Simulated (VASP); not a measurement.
# Mg2C (Fm-3m) in VASP: further runs

Mg2C is run at these levels: PBE; tasks: single point.

All numbers are computed with VASP 6.6.1; they aren't measurements. Logs are shortened: lines on timing, memory, paths and dates and some standing lists are left out, and cuts for length are marked.

### 1 The cell of the first run

The structure is cubic, space group Fm-3m (No. 225). The conventional cell has a = 5.348 Å, b = 5.348 Å, c = 5.348 Å, α = 90.00°, β = 90.00°, γ = 90.00°. Within 3.1 Å of C (site symmetry m-3m) lie 8 Mg at 2.32 Å. Within 3.1 Å of Mg (site symmetry -43m) lie 4 C at 2.32 Å and 6 Mg at 2.67 Å.

### 2 Single point, PBE (volume changed by -6%)

Input file INCAR:

```
PREC = Accurate ; ENCUT = 520
EDIFF = 1E-6 ; ISMEAR = 0
SIGMA = 0.01 ; LREAL = False
LASPH = True ; NELM = 60
ALGO = Normal ; ISIF = 2
LWAVE = False ; LCHARG = True
GGA = PE ; LELF = True
LVHAR = True ; NBANDS = 11
```

Input file KPOINTS:

```
Automatic mesh
0
Gamma
  6 6 6
```

Input file POSCAR:

```
Mg2C
1.0
    0.0000000000      2.6741241159      2.6741241159
    2.6741241159      0.0000000000      2.6741241159
    2.6741241159      2.6741241159      0.0000000000
C Mg
1 2
Direct
    0.0000000000      0.0000000000      0.0000000000
    0.2500000000      0.2500000000      0.2500000000
    0.7500000000      0.7500000000      0.7500000000
```

Potentials or basis: VASP PAW PBE potentials, release 64 (C, Mg).

Launch:

```sh
$ cat potpaw_PBE.64/C/POTCAR potpaw_PBE.64/Mg/POTCAR > POTCAR
$ mpirun -np 1 vasp_std > vasp.out
```

OUTCAR:

```text
PREC = Accurate
   ENCUT = 520
   EDIFF = 1E-6
   ISMEAR = 0
   LREAL = False
   LASPH = True
   NELM = 60
   ISIF = 2
   GGA = PE

 ion  position               nearest neighbor table
   1  0.000  0.000  0.000-   2 2.32   3 2.32   3 2.32   3 2.32   3 2.32   2 2.32   2 2.32   2 2.32

   2  0.250  0.250  0.250-   1 2.32   1 2.32   1 2.32   1 2.32   3 2.67   3 2.67   3 2.67   3 2.67
                             3 2.67   3 2.67
   3  0.750  0.750  0.750-   1 2.32   1 2.32   1 2.32   1 2.32   2 2.67   2 2.67   2 2.67   2 2.67
                             2 2.67   2 2.67

  LATTYP: Found a face centered cubic cell.
 ALAT       =     5.3482482318

  Lattice vectors:

 A1 = (   0.0000000000,   2.6741241159,   2.6741241159)
 A2 = (   2.6741241159,   0.0000000000,   2.6741241159)
 A3 = (   2.6741241159,   2.6741241159,   0.0000000000)

Analysis of symmetry for initial positions (statically):
=====================================================================
 Subroutine PRICEL returns:
 Original cell was already a primitive cell.

 Routine SETGRP: Setting up the symmetry group for a
 face centered cubic supercell.

 Subroutine GETGRP returns: Found 48 space group operations
 (whereof 48 operations were pure point group operations)
 out of a pool of 48 trial point group operations.

The static configuration has the point symmetry O_h .

Analysis of symmetry for dynamics (positions and initial velocities):
=====================================================================
 Subroutine PRICEL returns:
 Original cell was already a primitive cell.

 Routine SETGRP: Setting up the symmetry group for a
 face centered cubic supercell.

 Subroutine GETGRP returns: Found 48 space group operations
 (whereof 48 operations were pure point group operations)
 out of a pool of 48 trial point group operations.

The dynamic configuration has the point symmetry O_h .

 Subroutine INISYM returns: Found 48 space group operations
 (whereof 48 operations are pure point group operations),
 and found     1 'primitive' translations

----------------------------------------------------------------------------------------

                                     Primitive cell

  volume of cell :      38.2450

  direct lattice vectors                    reciprocal lattice vectors
     0.000000000  2.674124116  2.674124116    -0.186977110  0.186977110  0.186977110
     2.674124116  0.000000000  2.674124116     0.186977110 -0.186977110  0.186977110
     2.674124116  2.674124116  0.000000000     0.186977110  0.186977110 -0.186977110

  length of vectors
     3.781782592  3.781782592  3.781782592     0.323853855  0.323853855  0.323853855

  position of ions in fractional coordinates (direct lattice)
     0.000000000  0.000000000  0.000000000
     0.250000000  0.250000000  0.250000000
     0.750000000  0.750000000  0.750000000

  ion indices of the primitive-cell ions
   primitive index   ion index
                 1           1
                 2           2
                 3           3

----------------------------------------------------------------------------------------

 KPOINTS: Automatic mesh

Automatic generation of k-mesh.
 Grid dimensions read from file:
 generate k-points for:    6    6    6

 Generating k-lattice:

  Cartesian coordinates                     Fractional coordinates (reciprocal lattice)
    -0.031162852  0.031162852  0.031162852     0.166666667  0.000000000  0.000000000
     0.031162852 -0.031162852  0.031162852     0.000000000  0.166666667  0.000000000
     0.031162852  0.031162852 -0.031162852     0.000000000  0.000000000  0.166666667

  Length of vectors
     0.053975643  0.053975643  0.053975643

  Shift w.r.t. Gamma in fractional coordinates (k-lattice)
     0.000000000  0.000000000  0.000000000

 Subroutine IBZKPT returns following result:
 ===========================================

 Found     16 irreducible k-points:

 Following reciprocal coordinates:
            Coordinates               Weight
  0.000000  0.000000  0.000000      1.000000
  0.166667  0.000000  0.000000      8.000000
  0.333333  0.000000  0.000000      8.000000
  0.500000  0.000000  0.000000      4.000000
  0.166667  0.166667  0.000000      6.000000
  0.333333  0.166667  0.000000     24.000000
[... 8 lines left out ...]
 -0.333333  0.333333  0.166667     24.000000
 -0.333333  0.500000  0.166667     12.000000
   k-points           NKPTS =     16   k-points in BZ     NKDIM =     16   number of bands    NBANDS=     11
   number of dos      NEDOS =    301   number of ions     NIONS =      3
   total plane-waves  NPLWV =  21952
   dimension x,y,z NGX =    28 NGY =   28 NGZ =   28
   dimension x,y,z NGXF=    56 NGYF=   56 NGZF=   56
   ions per type =               1   2
   NGX,Y,Z   is equivalent  to a cutoff of  12.31, 12.31, 12.31 a.u.
   NGXF,Y,Z  is equivalent  to a cutoff of  24.62, 24.62, 24.62 a.u.
 SYSTEM =  unknown system
   PREC   = accura    normal or accurate (medium, high low for compatibility)
   ISTART =      0    job   : 0-new  1-cont  2-samecut
   ICHARG =      2    charge: 1-file 2-atom 10-const
   ISPIN  =      1    spin polarized calculation?
   LNONCOLLINEAR =      F non collinear calculations
   LSORBIT =      F    spin-orbit coupling
   LASPH  =      T    aspherical Exc in radial PAW
   ENCUT  =  520.0 eV  38.22 Ry    6.18 a.u.   7.03  7.03  7.03*2*pi/ulx,y,z
   NELM   =     60;   NELMIN=  2; NELMDL= -5     # of ELM steps
   EDIFF  = 0.1E-05   stopping-criterion for ELM
   LREAL  =      F    real-space projection
   EDIFFG = 0.1E-04   stopping-criterion for IOM
   NSW    =      0    number of steps for IOM
   IBRION =     -1    ionic relax: 0-MD 1-quasi-New 2-CG
   NFREE  =      0    steps in history (QN), initial steepest desc. (CG)
   ISIF   =      2    stress and relaxation
   ISYM   =      2    0-nonsym 1-usesym 2-fastsym
   POTIM  = 0.5000    time-step for ionic-motion
   TEBEG  =    0.0;   TEEND  =   0.0 temperature during run
   PSTRESS=    0.0 pullay stress
   NELECT =       8.0000    total number of electrons
   NUPDOWN=      -1.0000    fix difference up-down
   EMIN   =  10.00;   EMAX   =-10.00  energy-range for DOS
   EFERMI =   0.00;   METHOD = LEGACY
   ISMEAR =     0;   SIGMA  =   0.01  broadening in eV -4-tet -1-fermi 0-gaus
   EFERMI_NEDOS =   21; number of points for ismear=-14 and -15
   IALGO  =     38    algorithm
   IMIX   =      4    mixing-type and parameters
     AMIX     =   0.40;   BMIX     =  1.00
     AMIX_MAG =   1.60;   BMIX_MAG =  1.00
  volume/ion in A,a.u.               =      12.75        86.03
  Fermi-wavevector in a.u.,A,eV,Ry     =   0.971807  1.836449 12.849457  0.944408
  Thomas-Fermi vector in A             =   2.102054
   LORBIT       =      0    0 simple, 1 ext, 2 COOP (PROOUT), +10 PAW based schemes
   GGA     = PE    functional components
   LHFCALC =     F    Hartree Fock is set to
   AEXX    =    0.0000 exact exchange contribution
   IVDW    =     0    specifies the selected vdW correction
   LEPSILON=     F    determine dielectric tensor
   LRPA    =     F    only Hartree local field effects (RPA)
 non-spin polarized calculation
 Gauss-broadening in eV      SIGMA  =   0.01
  energy-cutoff  :      520.00
  volume of cell :       38.25
 maximum number of plane-waves:      1056
   NGX = 13   NGY = 13   NGZ = 13

 number of electron       7.9999999 magnetization

 Free energy of the ion-electron system (eV)
  ---------------------------------------------------
  ext. energy  EPLUGINS =         0.00000000
  ---------------------------------------------------
  free energy    TOTEN  =       -11.43592819 eV

  energy without entropy =      -11.43592819  energy(sigma->0) =      -11.43592819

 E-fermi :   4.0629     XC(G=0): -10.0954

 val. band max:        4.0000268796   @ k =   0.0000   0.0000   0.0000
 cond. band min:       4.7332230475   @ k =   0.5000   0.5000   0.0000
 fundamental gap:      0.7331961679
 Fermi energy:         4.0628572539

 k-point     1 :       0.0000    0.0000    0.0000
  band No.  band energies     occupation
      1      -6.8605      2.00000
      2       4.0000      2.00000
      3       4.0000      2.00000
      4       4.0000      2.00000
      5       5.7596      0.00000
      6      10.8697      0.00000
      7      10.8697      0.00000
      8      10.8697      0.00000
      9      13.8483      0.00000
     10      13.8483      0.00000
     11      14.9524      0.00000

 k-point     2 :       0.1667    0.0000    0.0000
  band No.  band energies     occupation
      1      -6.5589      2.00000
      2       2.3034      2.00000
      3       3.8799      2.00000
      4       3.8799      2.00000
      5       6.9766      0.00000
      6      10.6703      0.00000
      7      11.0303      0.00000
      8      11.0303      0.00000
      9      12.6636      0.00000
     10      12.6636      0.00000
     11      14.4703      0.00000

 k-point     3 :       0.3333    0.0000    0.0000
  band No.  band energies     occupation
      1      -5.7904      2.00000
      2       0.1827      2.00000
      3       3.6730      2.00000
      4       3.6730      2.00000
      5       7.6695      0.00000
      6      10.1989      0.00000
      7      10.1989      0.00000
      8      10.3256      0.00000
      9      14.0239      0.00000
     10      14.0239      0.00000
     11      14.8418      0.00000
[... 155 lines left out ...]
 k-point    15 :      -0.3333    0.3333    0.1667
  band No.  band energies     occupation
      1      -4.8423      2.00000
      2       0.0806      2.00000
      3       1.4339      2.00000
      4       2.4547      2.00000
      5       7.4228      0.00000
      6       9.6223      0.00000
      7      11.4877      0.00000
      8      11.8532      0.00000
      9      13.7425      0.00000
     10      14.7205      0.00000
     11      19.1811      0.00000

 k-point    16 :      -0.3333    0.5000    0.1667
  band No.  band energies     occupation
      1      -4.6940      2.00000
      2       0.3569      2.00000
      3       1.5601      2.00000
      4       1.6784      2.00000
      5       6.5022      0.00000
      6       9.9151      0.00000
      7      11.3748      0.00000
      8      12.4676      0.00000
      9      14.1076      0.00000
     10      15.5857      0.00000
     11      19.3710      0.00000

------------------------ aborting loop because EDIFF is reached ----------------------------------------

  FORCE on cell =-STRESS in cart. coord.  units (eV):
  Direction    XX          YY          ZZ          XY          YZ          ZX
  --------------------------------------------------------------------------------------
  -------------------------------------------------------------------------------------
  Total        1.4782071      1.4782071      1.4782071     -0.0000000      0.0000000     -0.0000000
  in kB       61.9257370     61.9257370     61.9257370     -0.0000000      0.0000000     -0.0000000
  external PRESSURE =      61.9257370 kB  Pullay stress =       0.0000000 kB

 VOLUME and BASIS-vectors are now :
 -----------------------------------------------------------------------------
  energy-cutoff  :      520.00
  volume of cell :       38.25
      direct lattice vectors                 reciprocal lattice vectors
     0.000000000  2.674124116  2.674124116    -0.186977110  0.186977110  0.186977110
     2.674124116  0.000000000  2.674124116     0.186977110 -0.186977110  0.186977110
     2.674124116  2.674124116  0.000000000     0.186977110  0.186977110 -0.186977110

 POSITION                                       TOTAL-FORCE (eV/Angst)
 -----------------------------------------------------------------------------------
      0.00000      0.00000      0.00000         0.000000      0.000000      0.000000
      1.33706      1.33706      1.33706         0.000000      0.000000      0.000000
      4.01119      4.01119      4.01119        -0.000000     -0.000000     -0.000000
 -----------------------------------------------------------------------------------
    total drift:                               -0.000000     -0.000000      0.000000

  FREE ENERGIE OF THE ION-ELECTRON SYSTEM (eV)
  ---------------------------------------------------
  free  energy   TOTEN  =       -11.4359281892 eV

  energy  without entropy=      -11.4359281892  energy(sigma->0) =      -11.43592819
```

It took 9 s on 1 thread of Intel Xeon 6975P-C, shared host; peak memory 0.16 GiB.

Results:

| Item | Value |
| --- | --- |
| Free energy | -11.4359 eV |
| Pressure | 6.2 GPa |
| Band gap on the k mesh | 0.73 eV, indirect (least direct gap 1.76 eV) |

Levels at points of the mesh, in eV from the valence-band top:
| k point | band 1 | band 2 | band 3 | band 4 | band 5 | band 6 | band 7 | band 8 | band 9 |
| --- | --- | --- | --- | --- | --- | --- | --- | --- | --- |
| (0.00, 0.00, 0.00) | -10.86 | 0.00 | 0.00 | 0.00 | 1.76 | 6.87 | 6.87 | 6.87 | 9.85 |
| (0.50, 0.00, 0.00) | -9.24 | -4.85 | -0.42 | -0.42 | 3.76 | 5.77 | 5.77 | 6.06 | 11.81 |
| (0.50, 0.50, 0.00) | -8.73 | -4.11 | -1.55 | -1.55 | 0.73 | 4.36 | 9.41 | 9.69 | 9.69 |

Caveat: the cell differs from its parent crystal (volume changed by -6%). A k mesh can miss the band edges.

### 3 Single point, PBE

This run uses another cell than the first one, of 13.56 Å³/atom, 1.064 times its volume.

Input file INCAR:

```
ALGO     = Normal         # electronic algorithm
EDIFF    = 1E-6           # SCF threshold, eV
ENCUT    = 520            # plane-wave cutoff, eV
GGA      = PE             # functional
ISIF     = 2              # what is computed and relaxed
ISMEAR   = 0              # smearing method
LASPH    = True           # aspherical terms in the spheres
LCHARG   = False          # write CHGCAR
LREAL    = False          # projectors in reciprocal space
LWAVE    = False          # write WAVECAR
NBANDS   = 11             # bands
NELM     = 100            # most SCF steps
PREC     = Accurate       # precision mode
SIGMA    = 0.01           # smearing width, eV
```

Input file KPOINTS:

```
k-points
0
Gamma
  6 6 6
```

Input file POSCAR:

```
Mg2C
1.0
    0.0000000000      2.7298509974      2.7298509974
    2.7298509974      0.0000000000      2.7298509974
    2.7298509974      2.7298509974      0.0000000000
C Mg
1 2
Direct
    0.0000000000      0.0000000000      0.0000000000
    0.2500000000      0.2500000000      0.2500000000
    0.7500000000      0.7500000000      0.7500000000
```

Potentials or basis: VASP PAW PBE potentials, release 64 (C, Mg).

Launch:

```sh
$ cat potpaw_PBE.64/C/POTCAR potpaw_PBE.64/Mg/POTCAR > POTCAR
$ mpirun -np 1 vasp_std > vasp.out
```

Run time: 8.9 s. Hardware: 1 thread of Intel Xeon 6975P-C, shared host; peak memory 0.16 GiB.

It converged, with:

| Property | Result |
| --- | --- |
| Free energy | -11.4795 eV |
| Pressure | -0.2 GPa |
| Band gap on the k mesh | 0.73 eV, indirect (least direct gap 1.36 eV) |

Levels at points of the mesh, in eV from the valence-band top:
```csv
k point,band 2,band 3,band 4,band 5,band 6,band 7
"(0.00, 0.00, 0.00)",0.00,0.00,0.00,1.36,6.48,6.48
"(0.50, 0.00, 0.00)",-4.70,-0.42,-0.42,3.30,5.54,5.54
"(0.50, 0.50, 0.00)",-4.01,-1.52,-1.52,0.73,4.01,8.80
```

A k mesh can miss the band edges.

[end of part 1 of 2]
